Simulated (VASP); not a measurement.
# Hg (R-3m) in VASP: single point with PBE

Aim: the single point of Hg with PBE.

Program: VASP 6.6.1. These are calculated values, not measurements. Logs are shortened: lines on timing, memory, paths and dates and some standing lists are left out, and cuts for length are marked.

## Step 1: The cell of the first run

The structure is trigonal, space group R-3m (No. 166). The conventional cell has a = 3.460 Å, b = 3.460 Å, c = 6.702 Å, α = 90.00°, β = 90.00°, γ = 120.00°. Hg (site symmetry -3m) has 12 Hg at 3.00 to 3.46 Å within 3.9 Å.

## Step 2: Single point, PBE

INCAR

```
  PREC = Accurate
  ENCUT = 500
  EDIFF = 1E-6
  ISMEAR = -1
  SIGMA = 0.03
  LREAL = False
  LASPH = True
  NELM = 120
  ALGO = Normal
  ISIF = 2
  LWAVE = False
  LCHARG = True
  GGA = PE
  LELF = True
  LVHAR = True
  NBANDS = 12
  GGA_COMPAT = False
```

KPOINTS

```
Automatic mesh
0
Gamma
  6 6 6
```

POSCAR

```
Hg
1.0
    1.7300000000      0.9988159657      2.2340000000
   -1.7300000000      0.9988159657      2.2340000000
    0.0000000000     -1.9976319314      2.2340000000
Hg
1
Direct
    0.0000000000      0.0000000000      0.0000000000
```

Potentials or basis: VASP PAW PBE potentials, release 64 (Hg).

Started as:

```console
> cat potpaw_PBE.64/Hg/POTCAR > POTCAR
> mpirun -np 1 vasp_std > vasp.out
```

OUTCAR:

```text
PREC = Accurate
   ENCUT = 500
   EDIFF = 1E-6
   ISMEAR = -1
   LREAL = False
   LASPH = True
   NELM = 120
   ISIF = 2
   GGA = PE

 ion  position               nearest neighbor table
   1  0.000  0.000  0.000-

  LATTYP: Found a trigonal (rhomboedric) cell.
 ALAT       =     2.9968799331
 COS(alpha) =     0.3335255354

  Lattice vectors:

 A1 = (   1.7300000000,   0.9988159657,   2.2340000000)
 A2 = (  -1.7300000000,   0.9988159657,   2.2340000000)
 A3 = (   0.0000000000,  -1.9976319314,   2.2340000000)

Analysis of symmetry for initial positions (statically):
=====================================================================
 Subroutine PRICEL returns:
 Original cell was already a primitive cell.

 Routine SETGRP: Setting up the symmetry group for a
 trigonal (rhombohedral) supercell.

 Subroutine GETGRP returns: Found 12 space group operations
 (whereof 12 operations were pure point group operations)
 out of a pool of 12 trial point group operations.

The static configuration has the point symmetry D_3d.

Analysis of symmetry for dynamics (positions and initial velocities):
=====================================================================
 Subroutine PRICEL returns:
 Original cell was already a primitive cell.

 Routine SETGRP: Setting up the symmetry group for a
 trigonal (rhombohedral) supercell.

 Subroutine GETGRP returns: Found 12 space group operations
 (whereof 12 operations were pure point group operations)
 out of a pool of 12 trial point group operations.

The dynamic configuration has the point symmetry D_3d.

 Subroutine INISYM returns: Found 12 space group operations
 (whereof 12 operations are pure point group operations),
 and found     1 'primitive' translations

----------------------------------------------------------------------------------------

                                     Primitive cell

  volume of cell :      23.1615

  direct lattice vectors                    reciprocal lattice vectors
     1.730000000  0.998815966  2.234000000     0.289017341  0.166864240  0.149209191
    -1.730000000  0.998815966  2.234000000    -0.289017341  0.166864240  0.149209191
     0.000000000 -1.997631931  2.234000000     0.000000000 -0.333728479  0.149209191

  length of vectors
     2.996879933  2.996879933  2.996879933     0.365565426  0.365565426  0.365565426

  position of ions in fractional coordinates (direct lattice)
     0.000000000  0.000000000  0.000000000

  ion indices of the primitive-cell ions
   primitive index   ion index
                 1           1

----------------------------------------------------------------------------------------

 KPOINTS: Automatic mesh

Automatic generation of k-mesh.
 Grid dimensions read from file:
 generate k-points for:    6    6    6

 Generating k-lattice:

  Cartesian coordinates                     Fractional coordinates (reciprocal lattice)
     0.048169557  0.027810707  0.024868199     0.166666667  0.000000000 -0.000000000
    -0.048169557  0.027810707  0.024868199     0.000000000  0.166666667 -0.000000000
     0.000000000 -0.055621413  0.024868199    -0.000000000 -0.000000000  0.166666667

  Length of vectors
     0.060927571  0.060927571  0.060927571

  Shift w.r.t. Gamma in fractional coordinates (k-lattice)
     0.000000000  0.000000000  0.000000000

 Subroutine IBZKPT returns following result:
 ===========================================

 Found     32 irreducible k-points:

 Following reciprocal coordinates:
            Coordinates               Weight
  0.000000  0.000000  0.000000      1.000000
  0.166667 -0.000000  0.000000      6.000000
  0.333333 -0.000000  0.000000      6.000000
  0.500000  0.000000  0.000000      3.000000
  0.166667  0.166667  0.000000      6.000000
  0.333333  0.166667  0.000000     12.000000
[... 16 lines left out ...]
  0.500000  0.500000  0.166667      6.000000
 -0.333333  0.500000  0.166667     12.000000
 [... further k-points ...]
   k-points           NKPTS =     32   k-points in BZ     NKDIM =     32   number of bands    NBANDS=     12
   number of dos      NEDOS =    301   number of ions     NIONS =      1
   total plane-waves  NPLWV =  13824
   dimension x,y,z NGX =    24 NGY =   24 NGZ =   24
   dimension x,y,z NGXF=    48 NGYF=   48 NGZF=   48
   ions per type =               1
   NGX,Y,Z   is equivalent  to a cutoff of  13.31, 13.31, 13.31 a.u.
   NGXF,Y,Z  is equivalent  to a cutoff of  26.63, 26.63, 26.63 a.u.
 SYSTEM =  unknown system
   PREC   = accura    normal or accurate (medium, high low for compatibility)
   ISTART =      0    job   : 0-new  1-cont  2-samecut
   ICHARG =      2    charge: 1-file 2-atom 10-const
   ISPIN  =      1    spin polarized calculation?
   LNONCOLLINEAR =      F non collinear calculations
   LSORBIT =      F    spin-orbit coupling
   LASPH  =      T    aspherical Exc in radial PAW
   ENCUT  =  500.0 eV  36.75 Ry    6.06 a.u.   5.46  5.46  5.46*2*pi/ulx,y,z
   NELM   =    120;   NELMIN=  2; NELMDL= -5     # of ELM steps
   EDIFF  = 0.1E-05   stopping-criterion for ELM
   LREAL  =      F    real-space projection
   EDIFFG = 0.1E-04   stopping-criterion for IOM
   NSW    =      0    number of steps for IOM
   IBRION =     -1    ionic relax: 0-MD 1-quasi-New 2-CG
   NFREE  =      0    steps in history (QN), initial steepest desc. (CG)
   ISIF   =      2    stress and relaxation
   ISYM   =      2    0-nonsym 1-usesym 2-fastsym
   POTIM  = 0.5000    time-step for ionic-motion
   TEBEG  =    0.0;   TEEND  =   0.0 temperature during run
   PSTRESS=    0.0 pullay stress
   NELECT =      12.0000    total number of electrons
   NUPDOWN=      -1.0000    fix difference up-down
   EMIN   =  10.00;   EMAX   =-10.00  energy-range for DOS
   EFERMI =   0.00;   METHOD = LEGACY
   ISMEAR =    -1;   SIGMA  =   0.03  broadening in eV -4-tet -1-fermi 0-gaus
   EFERMI_NEDOS =   21; number of points for ismear=-14 and -15
   IALGO  =     38    algorithm
   IMIX   =      4    mixing-type and parameters
     AMIX     =   0.40;   BMIX     =  1.00
     AMIX_MAG =   1.60;   BMIX_MAG =  1.00
  volume/ion in A,a.u.               =      23.16       156.30
  Fermi-wavevector in a.u.,A,eV,Ry     =   1.314861  2.484727 23.522568  1.728860
  Thomas-Fermi vector in A             =   2.445084
   LORBIT       =      0    0 simple, 1 ext, 2 COOP (PROOUT), +10 PAW based schemes
   GGA     = PE    functional components
   LHFCALC =     F    Hartree Fock is set to
   AEXX    =    0.0000 exact exchange contribution
   IVDW    =     0    specifies the selected vdW correction
   LEPSILON=     F    determine dielectric tensor
   LRPA    =     F    only Hartree local field effects (RPA)
 non-spin polarized calculation
  energy-cutoff  :      500.00
  volume of cell :       23.16
 maximum number of plane-waves:       603
 NGX is ok and might be reduce to    24
   NGX = 11   NGY = 11   NGZ = 11

 number of electron      12.0000003 magnetization

 Free energy of the ion-electron system (eV)
  ---------------------------------------------------
  ext. energy  EPLUGINS =         0.00000000
  ---------------------------------------------------
  free energy    TOTEN  =        -0.09154181 eV

  energy without entropy =       -0.08893354  energy(sigma->0) =       -0.09023768

 E-fermi :   2.8144     XC(G=0): -10.9500

 val. band max:        2.7802635324   @ k =   0.5000   0.5000   0.0000
 cond. band min:       2.8375859815   @ k =  -0.3333   0.5000   0.1667
 fundamental gap:      0.0573224491
 Fermi energy:         2.8144224840

 k-point     1 :       0.0000    0.0000    0.0000
  band No.  band energies     occupation
      1      -6.3856      2.00000
      2      -4.8520      2.00000
      3      -4.8520      2.00000
      4      -3.5385      2.00000
      5      -3.3710      2.00000
      6      -3.3710      2.00000
      7      15.1849      0.00000
      8      15.6376      0.00000
      9      15.6376      0.00000
     10      20.1470      0.00000
     11      21.4112      0.00000
     12      21.4112      0.00000

 k-point     2 :       0.1667   -0.0000    0.0000
  band No.  band energies     occupation
      1      -5.8352      2.00000
      2      -4.8188      2.00000
      3      -4.6024      2.00000
      4      -3.5151      2.00000
      5      -3.4364      2.00000
      6      -3.3867      2.00000
      7      11.2259      0.00000
      8      15.5774      0.00000
      9      15.9274      0.00000
     10      20.8919      0.00000
     11      21.1457      0.00000
     12      22.6609      0.00000

 k-point     3 :       0.3333   -0.0000    0.0000
  band No.  band energies     occupation
      1      -5.4072      2.00000
      2      -4.8270      2.00000
      3      -3.5265      2.00000
      4      -3.4649      2.00000
      5      -3.2098      2.00000
      6      -2.7955      2.00000
      7       5.6364      0.00000
      8      15.6333      0.00000
      9      15.9313      0.00000
     10      20.6782      0.00000
     11      21.1608      0.00000
     12      21.2464      0.00000
[... 286 lines left out ...]
 k-point    23 :       0.5000    0.5000    0.1667
  band No.  band energies     occupation
      1      -5.0496      2.00000
      2      -4.8711      2.00000
      3      -3.6170      2.00000
      4      -3.5396      2.00000
      5      -2.5876      2.00000
      6       2.1928      2.00000
      7       5.4906      0.00000
      8       8.6420      0.00000
      9      10.5678      0.00000
     10      13.3162      0.00000
     11      21.7335      0.00000
     12      23.8010      0.00000

 k-point    24 :      -0.3333    0.5000    0.1667
  band No.  band energies     occupation
      1      -4.8714      2.00000
      2      -4.8225      2.00000
      3      -3.7605      2.00000
      4      -3.4584      2.00000
      5      -2.8757      2.00000
      6       2.8376      0.63204
      7       4.7524      0.00000
      8       7.2297      0.00000
      9       9.9958      0.00000
     10      16.0756      0.00000
     11      21.8453      0.00000
     12      22.6086      0.00000

 [... further k-points ...]
[... 5 lines left out ...]
  --------------------------------------------------------------------------------------
  -------------------------------------------------------------------------------------
  Total        0.7090996      0.7090996      0.9816078      0.0000000      0.0000000      0.0000000
  in kB       49.0514499     49.0514499     67.9020011      0.0000000      0.0000000      0.0000000
  external PRESSURE =      55.3349669 kB  Pullay stress =       0.0000000 kB

 VOLUME and BASIS-vectors are now :
 -----------------------------------------------------------------------------
  energy-cutoff  :      500.00
  volume of cell :       23.16
      direct lattice vectors                 reciprocal lattice vectors
     1.730000000  0.998815966  2.234000000     0.289017341  0.166864240  0.149209191
    -1.730000000  0.998815966  2.234000000    -0.289017341  0.166864240  0.149209191
     0.000000000 -1.997631931  2.234000000     0.000000000 -0.333728479  0.149209191

 POSITION                                       TOTAL-FORCE (eV/Angst)
 -----------------------------------------------------------------------------------
      0.00000      0.00000      0.00000        -0.000000      0.000000      0.000000
 -----------------------------------------------------------------------------------
    total drift:                                0.000000     -0.000000      0.000000

  FREE ENERGIE OF THE ION-ELECTRON SYSTEM (eV)
  ---------------------------------------------------
  free  energy   TOTEN  =        -0.0915418131 eV

  energy  without entropy=       -0.0889335450  energy(sigma->0) =       -0.09023768
```

Wall time 2.9 s (1 thread of Intel Xeon 6975P-C (Granite Rapids), shared host); peak memory 0.13 GiB.

Results:

```yaml
Free_energy: -0.0915 eV
Pressure: 5.5 GPa
Band_gap_on_the_k_mesh: zero (bands 6 and 7 overlap by 3.27 eV)
```

Stress tensor (GPa, compression positive):
```
4.91 0.00 0.00
0.00 4.91 0.00
0.00 0.00 6.79
```

Caveat: the k points lie up to 0.38 Å⁻¹ apart, too coarse for converged energies and pressures of a metal; spin-orbit coupling is left out, which moves the levels of the heavy elements.
